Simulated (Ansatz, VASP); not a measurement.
Two plane-wave programs on Cr2O3

The input POSCAR:

```
Cr2O3
1.0
    2.4785000000      1.4309626400      4.5307666700
   -2.4785000000      1.4309626400      4.5307666700
    0.0000000000     -2.8619252800      4.5307666700
Cr O
4 6
Direct
    0.3474800000      0.3474800000      0.3474800000
    0.1525200000      0.1525200000      0.1525200000
    0.6525200000      0.6525200000      0.6525200000
    0.8474800000      0.8474800000      0.8474800000
    0.5558000000      0.9442000000      0.2500000000
    0.2500000000      0.5558000000      0.9442000000
    0.9442000000      0.2500000000      0.5558000000
    0.4442000000      0.0558000000      0.7500000000
    0.7500000000      0.4442000000      0.0558000000
    0.0558000000      0.7500000000      0.4442000000
```

The input INCAR.step1:

```
PREC = Accurate ; ENCUT = 520
ISMEAR = -1 ; SIGMA = 0.05
LREAL = F ; LASPH = T
NELM = 60 ; NBANDS = 53
GGA = PE ; ALGO = Normal
EDIFF = 1E-4 ; LWAVE = T
LCHARG = F
```

Contents of INCAR.step2:

```
PREC = Accurate ; ENCUT = 520
EDIFF = 1E-6 ; ISMEAR = -1
SIGMA = 0.05 ; LREAL = F
LASPH = T ; NELM = 60
ALGO = Normal ; ISIF = 2
LWAVE = F ; LCHARG = F
METAGGA = R2SCAN ; LMIXTAU = T
NBANDS = 53 ; ISTART = 1
```

The input KPOINTS:

```
Automatic mesh
0
Gamma
  5 5 5
```

Input for Ansatz:

```yaml
crystal:
  lattice:
    - [2.4785, 1.43096264, 4.53076667]
    - [-2.4785, 1.43096264, 4.53076667]
    - [0.0, -2.86192528, 4.53076667]
  atoms:
    - { symbol: Cr, position: [0.34748, 0.34748, 0.34748] }
    - { symbol: Cr, position: [0.15252, 0.15252, 0.15252] }
    - { symbol: Cr, position: [0.65252, 0.65252, 0.65252] }
    - { symbol: Cr, position: [0.84748, 0.84748, 0.84748] }
    - { symbol: O, position: [0.5558, 0.9442, 0.25] }
    - { symbol: O, position: [0.25, 0.5558, 0.9442] }
    - { symbol: O, position: [0.9442, 0.25, 0.5558] }
    - { symbol: O, position: [0.4442, 0.0558, 0.75] }
    - { symbol: O, position: [0.75, 0.4442, 0.0558] }
    - { symbol: O, position: [0.0558, 0.75, 0.4442] }
  symmetry: { tolerance: 0.0003 }
hamiltonian:
  xc: r2scan
  pseudopotentials: { kind: paw, azcp: { folder: soft_1 } }
basis:
  ecutwfc: 500
magnetization:
  spin_polarized: false
scf:
  occupations: { method: fermi_dirac, width: 0.05 }
kpoints:
  mp_grid: { grid: [5, 5, 5], shift: [0, 0, 0] }
output:
  forces: true
  stress: true
  eigenvalues: true
  write_density: true
  write_potential: true
  elf: true
  volumetric_format: npy
```

Alike in both runs: task single point; functional r2SCAN; k mesh 5 × 5 × 5; occupations fermi-dirac, width 0.05 eV; no spin polarisation.

|  | VASP | Ansatz |
| --- | --- | --- |
| version | VASP 6.6.1 | Ansatz 0.2.0 |
| potentials or method | VASP PAW PBE potentials, release 64 (Cr_pv, O), cutoff 520 eV | PAW plane waves |
| valence electrons in the cell | 84 | 92 |

VASP gave:

```
pressure (GPa)                                                : -14.9
traceless stress, the component that is largest in VASP (GPa) : 8.81
rms of the force components (eV/Å)                            : 0.588
```

Problem. What did Ansatz give for the same quantities?

Solution. Pressure (GPa): -15.7; traceless stress, the component that is largest in VASP (GPa): 8.81; rms of the force components (eV/Å): 0.592.

VASP's potentials were made for PBE, not for r2SCAN. Atom by atom the forces differ by 0.022 eV/Å (rms over components). VASP's potentials hold 84 valence electrons a cell and Ansatz's 92, so a difference there can come from the potentials and not from the codes.
